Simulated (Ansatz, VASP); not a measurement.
# One calculation of ZrC, two programs

```
Zr C
1.0
     0.00000    2.33304    2.33304
     2.33304    0.00000    2.33304
     2.33304    2.33304    0.00000
Zr C
1 1
Direct
  0.50000 0.50000 0.50000
  0.00000 0.00000 0.00000
```

Change from the starting cell: volume scaled by 0.96.

Alike in both runs: task single point; functional PBE; k mesh 10 × 10 × 10; occupations fermi-dirac, width 0.05 eV; no spin polarisation.

```csv
,VASP,Ansatz
version,VASP 6.6.1,Ansatz 0.2.0
potentials or method,"VASP PAW PBE potentials, release 64 (Zr_sv, C), cutoff 520 eV","all-electron LAPW, scalar-relativistic"
```

```tsv
	VASP	Ansatz	Ansatz less VASP
gap on the k mesh at the Fermi level (eV)	none	none	-
pressure (GPa)	6.7	6.5	-0.20
```

A gap of «none» marks a metal or a gap that the smearing closes. Ansatz ran all-electron here, and VASP with PAW potentials.
